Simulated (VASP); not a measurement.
# TiN (Fm-3m) in VASP: notebook

The runs below take TiN through single point, relaxation of cell and atoms, with PBE.

All numbers are computed with VASP 6.6.1; they aren't measurements. Logs are shortened: lines on timing, memory, paths and dates and some standing lists are left out, and cuts for length are marked.

## (1) The cell of the first run

The structure is cubic, space group Fm-3m (No. 225). Conventional cell: a = 4.247 Å, b = 4.247 Å, c = 4.247 Å, α = 90.00°, β = 90.00°, γ = 90.00°. Ti (site symmetry m-3m) has 6 N at 2.12 Å within 2.8 Å. N (site symmetry m-3m) has 6 Ti at 2.12 Å within 2.8 Å.

## (2) Single point, PBE

The input, INCAR:

```
SYSTEM = TiN
PREC     = Accurate       ! precision mode
ENCUT    = 520            ! plane-wave cutoff, eV
EDIFF    = 1E-6           ! SCF threshold, eV
ISMEAR   = 0              ! smearing method
SIGMA    = 0.1            ! smearing width, eV
LREAL    = .FALSE.        ! projectors in reciprocal space
LASPH    = .TRUE.         ! aspherical terms in the spheres
NELM     = 100            ! most SCF steps
ALGO     = Normal         ! electronic algorithm
ISIF     = 2              ! what is computed and relaxed
LWAVE    = .FALSE.        ! write WAVECAR
LCHARG   = .FALSE.        ! write CHGCAR
GGA      = PE             ! functional
NBANDS   = 34             ! bands
```

The input, KPOINTS:

```
Automatic mesh
0
G
  12 12 6
  0 0 0
```

The input, POSCAR:

```
TiN
1.0
    3.0028775891     -0.0000002893      0.0000000000
   -1.5014385440      2.6005684213      0.0000000000
    0.0000000000      0.0000000000      7.3554337010
Ti N
3 3
Direct
    0.0000000000      0.0000000000      0.0000000000
    0.3333333333      0.6666666667      0.3333333333
    0.6666666667      0.3333333333      0.6666666667
    0.6666666667      0.3333333333      0.1666666667
    0.0000000000      0.0000000000      0.5000000000
    0.3333333333      0.6666666667      0.8333333333
```

Potentials or basis: VASP PAW PBE potentials, release 64 (Ti_sv, N).

Launch:

```
$ cat potpaw_PBE.64/Ti_sv/POTCAR potpaw_PBE.64/N/POTCAR > POTCAR
$ mpirun -np 1 vasp_std > vasp.out
```

OUTCAR:

```text
SYSTEM = TiN
   PREC = Accurate
   ENCUT = 520
   EDIFF = 1E-6
   ISMEAR = 0
   LREAL = .FALSE.
   LASPH = .TRUE.
   NELM = 100
   ISIF = 2
   GGA = PE

 ion  position               nearest neighbor table
   1  0.000  0.000  0.000-   4 2.12   6 2.12   4 2.12   6 2.12   4 2.12   6 2.12
   2  0.333  0.667  0.333-   4 2.12   4 2.12   5 2.12   4 2.12   5 2.12   5 2.12
   3  0.667  0.333  0.667-   6 2.12   6 2.12   5 2.12   6 2.12   5 2.12   5 2.12
   4  0.667  0.333  0.167-   2 2.12   2 2.12   1 2.12   2 2.12   1 2.12   1 2.12
   5  0.000  0.000  0.500-   2 2.12   3 2.12   3 2.12   2 2.12   3 2.12   2 2.12
   6  0.333  0.667  0.833-   3 2.12   3 2.12   1 2.12   3 2.12   1 2.12   1 2.12

  LATTYP: Found a hexagonal cell.
 ALAT       =     3.0028775891
 C/A-ratio  =     2.4494617189

  Lattice vectors:

 A1 = (   3.0028775891,  -0.0000002893,   0.0000000000)
 A2 = (  -1.5014385440,   2.6005684213,   0.0000000000)
 A3 = (   0.0000000000,   0.0000000000,   7.3554337010)

Analysis of symmetry for initial positions (statically):
=====================================================================
 Subroutine PRICEL returns following result:

  LATTYP: Found a face centered cubic cell.
 ALAT       =     4.2466778220

  Lattice vectors:

 A1 = (   1.5014387109,  -0.8668562368,   2.4518112334)
 A2 = (   0.0000001669,   1.7337121845,   2.4518112334)
 A3 = (  -1.5014388778,  -0.8668559477,   2.4518112342)

   3 primitive cells build up your supercell.

 Routine SETGRP: Setting up the symmetry group for a
 hexagonal supercell.

 Subroutine GETGRP returns: Found 12 space group operations
 (whereof 12 operations were pure point group operations)
 out of a pool of 24 trial point group operations.

The static configuration has the point symmetry D_3d.

Analysis of symmetry for dynamics (positions and initial velocities):
=====================================================================
 Subroutine PRICEL returns following result:

  LATTYP: Found a face centered cubic cell.
 ALAT       =     4.2466778220

  Lattice vectors:

 A1 = (   1.5014387109,  -0.8668562368,   2.4518112334)
 A2 = (   0.0000001669,   1.7337121845,   2.4518112334)
 A3 = (  -1.5014388778,  -0.8668559477,   2.4518112342)

   3 primitive cells build up your supercell.

 Routine SETGRP: Setting up the symmetry group for a
 hexagonal supercell.

 Subroutine GETGRP returns: Found 12 space group operations
 (whereof 12 operations were pure point group operations)
 out of a pool of 24 trial point group operations.

The dynamic configuration has the point symmetry D_3d.

 Subroutine INISYM returns: Found 12 space group operations
 (whereof 12 operations are pure point group operations),
 and found     3 'primitive' translations

----------------------------------------------------------------------------------------

                                     Primitive cell

  volume of cell :      19.1467

  direct lattice vectors                    reciprocal lattice vectors
     1.501438711 -0.866856237  2.451811233     0.333013889 -0.192265701  0.135953914
     0.000000167  1.733712185  2.451811233     0.000000037  0.384531338  0.135953914
    -1.501438878 -0.866855948  2.451811234    -0.333013926 -0.192265637  0.135953914

  length of vectors
     3.002854685  3.002854686  3.002854686     0.407857594  0.407857594  0.407857594

  position of ions in fractional coordinates (direct lattice)
     0.000000000  0.000000000  0.000000000
     0.500000000  0.500000000  0.500000000

  ion indices of the primitive-cell ions
   primitive index   ion index
                 1           1
                 2           4

----------------------------------------------------------------------------------------

 KPOINTS: Automatic mesh

Automatic generation of k-mesh.
 Grid dimensions read from file:
 generate k-points for:   12   12    6

 Generating k-lattice:

  Cartesian coordinates                     Fractional coordinates (reciprocal lattice)
     0.027751161  0.016022136  0.000000000     0.083333333  0.000000000  0.000000000
     0.000000003  0.032044278  0.000000000    -0.000000000  0.083333333  0.000000000
     0.000000000  0.000000000  0.022658986     0.000000000  0.000000000  0.166666667

  Length of vectors
     0.032044278  0.032044278  0.022658986

  Shift w.r.t. Gamma in fractional coordinates (k-lattice)
     0.000000000  0.000000000  0.000000000

 Subroutine IBZKPT returns following result:
 ===========================================

 Found    100 irreducible k-points:

 Following reciprocal coordinates:
            Coordinates               Weight
  0.000000  0.000000  0.000000      1.000000
  0.083333 -0.000000  0.000000      6.000000
  0.166667 -0.000000  0.000000      6.000000
  0.250000 -0.000000  0.000000      6.000000
  0.333333 -0.000000  0.000000      6.000000
  0.416667 -0.000000  0.000000      6.000000
[... 16 lines left out ...]
  0.166667 -0.000000  0.166667      6.000000
  0.000000  0.166667  0.166667      6.000000
 [... further k-points ...]
   k-points           NKPTS =    100   k-points in BZ     NKDIM =    100   number of bands    NBANDS=     34
   number of dos      NEDOS =    301   number of ions     NIONS =      6
   total plane-waves  NPLWV =  32256
   dimension x,y,z NGX =    24 NGY =   24 NGZ =   56
   dimension x,y,z NGXF=    48 NGYF=   48 NGZF=  112
   ions per type =               3   3
   NGX,Y,Z   is equivalent  to a cutoff of  13.29, 13.29, 12.66 a.u.
   NGXF,Y,Z  is equivalent  to a cutoff of  26.57, 26.57, 25.31 a.u.
 SYSTEM =  TiN
   PREC   = accura    normal or accurate (medium, high low for compatibility)
   ISTART =      0    job   : 0-new  1-cont  2-samecut
   ICHARG =      2    charge: 1-file 2-atom 10-const
   ISPIN  =      1    spin polarized calculation?
   LNONCOLLINEAR =      F non collinear calculations
   LSORBIT =      F    spin-orbit coupling
   LASPH  =      T    aspherical Exc in radial PAW
   ENCUT  =  520.0 eV  38.22 Ry    6.18 a.u.   5.58  5.58 13.68*2*pi/ulx,y,z
   NELM   =    100;   NELMIN=  2; NELMDL= -5     # of ELM steps
   EDIFF  = 0.1E-05   stopping-criterion for ELM
   LREAL  =      F    real-space projection
   EDIFFG = 0.1E-04   stopping-criterion for IOM
   NSW    =      0    number of steps for IOM
   IBRION =     -1    ionic relax: 0-MD 1-quasi-New 2-CG
   NFREE  =      0    steps in history (QN), initial steepest desc. (CG)
   ISIF   =      2    stress and relaxation
   ISYM   =      2    0-nonsym 1-usesym 2-fastsym
   POTIM  = 0.5000    time-step for ionic-motion
   TEBEG  =    0.0;   TEEND  =   0.0 temperature during run
   PSTRESS=    0.0 pullay stress
   NELECT =      51.0000    total number of electrons
   NUPDOWN=      -1.0000    fix difference up-down
   EMIN   =  10.00;   EMAX   =-10.00  energy-range for DOS
   EFERMI =   0.00;   METHOD = LEGACY
   ISMEAR =     0;   SIGMA  =   0.10  broadening in eV -4-tet -1-fermi 0-gaus
   EFERMI_NEDOS =   21; number of points for ismear=-14 and -15
   IALGO  =     38    algorithm
   IMIX   =      4    mixing-type and parameters
     AMIX     =   0.40;   BMIX     =  1.00
     AMIX_MAG =   1.60;   BMIX_MAG =  1.00
  volume/ion in A,a.u.               =       9.57        64.60
  Fermi-wavevector in a.u.,A,eV,Ry     =   1.573476  2.973439 33.685674  2.475827
  Thomas-Fermi vector in A             =   2.674755
   LORBIT       =      0    0 simple, 1 ext, 2 COOP (PROOUT), +10 PAW based schemes
   GGA     = PE    functional components
   LHFCALC =     F    Hartree Fock is set to
   AEXX    =    0.0000 exact exchange contribution
   IVDW    =     0    specifies the selected vdW correction
   LEPSILON=     F    determine dielectric tensor
   LRPA    =     F    only Hartree local field effects (RPA)
 non-spin polarized calculation
 Gauss-broadening in eV      SIGMA  =   0.10
  energy-cutoff  :      520.00
  volume of cell :       57.44
 maximum number of plane-waves:      1582
 NGX is ok and might be reduce to    24
   NGX = 11   NGY = 11   NGZ = 27

 number of electron      51.0000013 magnetization

 Free energy of the ion-electron system (eV)
  ---------------------------------------------------
  ext. energy  EPLUGINS =         0.00000000
  ---------------------------------------------------
  free energy    TOTEN  =       -58.91786427 eV

  energy without entropy =      -58.90604721  energy(sigma->0) =      -58.91195574

 E-fermi :  11.3827     XC(G=0): -13.0008

 val. band max:       11.3697197298   @ k =   0.1667  -0.0000   0.5000
 cond. band min:      11.3891649605   @ k =   0.0833  -0.0000   0.1667
 fundamental gap:      0.0194452307
 Fermi energy:        11.3826726665

 k-point     1 :       0.0000    0.0000    0.0000
  band No.  band energies     occupation
      1     -46.4782      2.00000
      2     -46.4069      2.00000
      3     -46.4069      2.00000
      4     -22.9416      2.00000
      5     -22.9416      2.00000
      6     -22.5013      2.00000
[... 26 lines left out ...]
     33      12.4469      0.00000
     34      12.7061      0.00000

 k-point     2 :       0.0833   -0.0000    0.0000
  band No.  band energies     occupation
      1     -46.4725      2.00000
      2     -46.4035      2.00000
      3     -46.4034      2.00000
      4     -22.9342      2.00000
      5     -22.9336      2.00000
      6     -22.5414      2.00000
[... 26 lines left out ...]
     33      12.7524      0.00000
     34      13.0606      0.00000

 k-point     3 :       0.1667   -0.0000    0.0000
  band No.  band energies     occupation
      1     -46.4568      2.00000
      2     -46.3946      2.00000
      3     -46.3936      2.00000
      4     -22.9180      2.00000
      5     -22.9141      2.00000
      6     -22.6202      2.00000
[... 26 lines left out ...]
     33      13.3061      0.00000
     34      13.4514      0.00000
[... 704 lines left out ...]
 k-point    23 :       0.1667   -0.0000    0.1667
  band No.  band energies     occupation
      1     -46.4541      2.00000
      2     -46.4084      2.00000
      3     -46.3825      2.00000
      4     -22.9800      2.00000
      5     -22.8444      2.00000
      6     -22.5999      2.00000
[... 26 lines left out ...]
     33      13.2130      0.00000
     34      13.6213      0.00000

 k-point    24 :       0.0000    0.1667    0.1667
  band No.  band energies     occupation
      1     -46.4545      2.00000
      2     -46.4072      2.00000
      3     -46.3833      2.00000
      4     -22.9737      2.00000
      5     -22.8394      2.00000
      6     -22.6295      2.00000
[... 26 lines left out ...]
     33      13.3957      0.00000
     34      13.7087      0.00000

 [... further k-points ...]
[... 5 lines left out ...]
  --------------------------------------------------------------------------------------
  -------------------------------------------------------------------------------------
  Total        0.2015014      0.2015014      0.1888137      0.0000000     -0.0000000      0.0000000
  in kB        5.6204949      5.6204949      5.2665954      0.0000000     -0.0000000      0.0000000
  external PRESSURE =       5.5025284 kB  Pullay stress =       0.0000000 kB

 VOLUME and BASIS-vectors are now :
 -----------------------------------------------------------------------------
  energy-cutoff  :      520.00
  volume of cell :       57.44
      direct lattice vectors                 reciprocal lattice vectors
     3.002877589 -0.000000289  0.000000000     0.333013926  0.192265637  0.000000000
    -1.501438544  2.600568421  0.000000000     0.000000037  0.384531338  0.000000000
     0.000000000  0.000000000  7.355433701     0.000000000  0.000000000  0.135953914

 POSITION                                       TOTAL-FORCE (eV/Angst)
 -----------------------------------------------------------------------------------
      0.00000      0.00000      0.00000        -0.000000     -0.000000      0.000000
      0.00000      1.73371      2.45181         0.000000     -0.000000      0.000000
      1.50144      0.86686      4.90362        -0.000000     -0.000000     -0.000000
      1.50144      0.86686      1.22591        -0.000000      0.000000      0.000000
      0.00000      0.00000      3.67772        -0.000000      0.000000      0.000000
      0.00000      1.73371      6.12953         0.000000     -0.000000      0.000000
 -----------------------------------------------------------------------------------
    total drift:                               -0.000000      0.000000     -0.000000

  FREE ENERGIE OF THE ION-ELECTRON SYSTEM (eV)
  ---------------------------------------------------
  free  energy   TOTEN  =       -58.9178642705 eV

  energy  without entropy=      -58.9060472108  energy(sigma->0) =      -58.91195574
```

Run time: 4.6 min. Hardware: 1 thread of Intel Xeon 8259CL, shared host; peak memory 0.29 GiB.

What came out:

```yaml
Free_energy: -58.9179 eV
Pressure: 0.6 GPa
Band_gap_on_the_k_mesh: zero (an odd number of electrons rules out a gap without spin polarisation)
```

## (3) Relaxation of cell and atoms, PBE

This run uses another cell than the first one, of 9.51 Å³/atom.

The input, INCAR:

```
ALGO = Normal
EDIFF = 1E-6
EDIFFG = -0.005
ENCUT = 600
GGA = PE
IBRION = 2
ISIF = 3
ISMEAR = 0
LASPH = T
LCHARG = F
LREAL = F
LWAVE = F
NELM = 60
NSW = 100
PREC = Accurate
SIGMA = 0.1
```

The input, KPOINTS:

```
k-points
0
Gamma
  12 12 6
```

The input, POSCAR:

```
TiN
1.0
    2.9967190000      0.0000000000      0.0000000000
   -1.4983590000      2.5952340000      0.0000000000
    0.0000000000      0.0000000000      7.3404310000
Ti N
3 3
Direct
    0.0000000000      0.0000000000      0.0000000000
    0.3333333300      0.6666666700      0.3333333300
    0.6666666700      0.3333333300      0.6666666700
    0.6666666700      0.3333333300      0.1666666700
    0.0000000000      0.0000000000      0.5000000000
    0.3333333300      0.6666666700      0.8333333300
```

Potentials or basis: VASP PAW PBE potentials, release 64 (Ti_sv, N).

Launch:

```
$ cat potpaw_PBE.64/Ti_sv/POTCAR potpaw_PBE.64/N/POTCAR > POTCAR
$ mpirun -np 1 vasp_std > vasp.out
```

It took 11 min on 1 thread of Intel Xeon 8259CL, shared host; peak memory 0.31 GiB.

The run converged. Its results:

```yaml
Free_energy: -58.9215 eV
Relaxed_volume: 9.59 Å³/atom
Relaxed_cell: a = 3.004 Å, b = 3.004 Å, c = 7.359 Å, α = 90.00°, β = 90.00°, γ = 120.00°
Space_group_after_relaxing_to_0.1_Å: Fm-3m (No. 225)
Energy_gained_by_relaxing: 0.5 meV/atom
Ionic_steps: 3
Pressure_after_relaxing: 0.0 GPa
Band_gap_on_the_k_mesh: zero (an odd number of electrons rules out a gap without spin polarisation)
```

Step by step:
```csv
step,energy change (eV),largest force (eV/Å),pressure (GPa),volume (Å³)
1,0.0000,0.0000,2.09,57.09
2,0.0025,0.0000,-2.82,58.12
3,-0.0028,0.0000,-0.01,57.52
```

Final structure:
```xyz
6
Lattice="3.0043 0.0000 0.0000 -1.5021 2.6018 0.0000 0.0000 0.0000 7.3586" Properties=species:S:1:pos:R:3 pbc="T T T"
Ti    0.0000    0.0000    0.0000
Ti    0.0000    1.7345    2.4529
Ti    1.5021    0.8673    4.9058
N     1.5021    0.8673    1.2264
N     0.0000    0.0000    3.6793
N     0.0000    1.7345    6.1322
```

Levels at points of the mesh, in eV from the Fermi level:
```tsv
k point	band 22	band 23	band 24	band 25	band 26	band 27	band 28	band 29	band 30
(0.00, 0.00, 0.00)	-2.02	-2.02	-2.02	-0.59	-0.59	-0.59	0.59	0.59	1.05
(0.50, 0.00, 0.00)	-5.01	-3.21	-3.21	-3.03	0.62	0.62	1.64	1.83	1.83
(0.00, 0.00, 0.50)	-3.46	-3.46	-3.46	-0.03	-0.03	-0.03	-0.03	0.22	0.22
(0.50, 0.00, 0.50)	-4.81	-3.95	-3.95	-1.32	-1.32	1.68	1.68	2.14	2.14
```
